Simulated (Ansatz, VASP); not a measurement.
One calculation of ZnS, two programs

INCAR

```
SYSTEM = ZnS
PREC     = Accurate       ! precision mode
ENCUT    = 500            ! plane-wave cutoff, eV
EDIFF    = 1E-6           ! SCF threshold, eV
ISMEAR   = -1             ! smearing method
SIGMA    = 0.05           ! smearing width, eV
LREAL    = .FALSE.        ! projectors in reciprocal space
LASPH    = .TRUE.         ! aspherical terms in the spheres
NELM     = 120            ! most SCF steps
ALGO     = Normal         ! electronic algorithm
ISIF     = 2              ! what is computed and relaxed
LWAVE    = .FALSE.        ! write WAVECAR
LCHARG   = .FALSE.        ! write CHGCAR
GGA      = PS             ! functional
NBANDS   = 16             ! bands
GGA_COMPAT= .FALSE.
```

KPOINTS

```
regular mesh
0
G
  16 16 16
  0 0 0
```

The input POSCAR:

```
ZnS
1.0
    0.0000000000      2.0556995568      2.0556995568
    2.0556995568      0.0000000000      2.0556995568
    2.0556995568      2.0556995568      0.0000000000
Zn S
1 1
Direct
    0.0000000000      0.0000000000      0.0000000000
    0.5000000000      0.5000000000      0.5000000000
```

Input for Ansatz:

```yaml
crystal:
  lattice:
    - [0.0, 2.0556995568, 2.0556995568]
    - [2.0556995568, 0.0, 2.0556995568]
    - [2.0556995568, 2.0556995568, 0.0]
  atoms:
    - { symbol: Zn, position: [0.0, 0.0, 0.0] }
    - { symbol: S, position: [0.5, 0.5, 0.5] }
kpoints:
  mp_grid: { grid: [16, 16, 16] }
scf:
  occupations: { method: fermi_dirac, width: 0.05 }
hamiltonian:
  xc: pbesol
  pseudopotentials: { kind: paw, level: accurate }
output:
  forces: true
  stress: true
  eigenvalues: true
```

Alike in both runs: task single point; functional PBEsol; k mesh 16 × 16 × 16; occupations fermi-dirac, width 0.05 eV; no spin polarisation.

|  | VASP | Ansatz |
| --- | --- | --- |
| version | VASP 6.6.1 | Ansatz 0.2.0 |
| potentials or method | VASP PAW PBE potentials, release 64 (Zn, S) | PAW with other files of Ansatz's library (level accurate), scalar-relativistic |
| plane-wave cutoff (eV) | 500 | 800 |
| valence electrons in the cell | 18 | 26 |

Ansatz gave:

| Item | Value |
| --- | --- |
| pressure (GPa) | 223.5 |

Task: Estimate VASP's values.

Result: Pressure (GPa): 226.5.

VASP's potentials were made for PBE, not for PBEsol. Both programs put the cell under a high pressure, so it lies far from rest at this level. The functional is the same, so the differences come from potentials, cutoffs and numerics. VASP's potentials hold 18 valence electrons a cell and Ansatz's 26, so a difference there can come from the potentials and not from the codes.

Noted on VASP's run: the cell as given lies far from equilibrium.
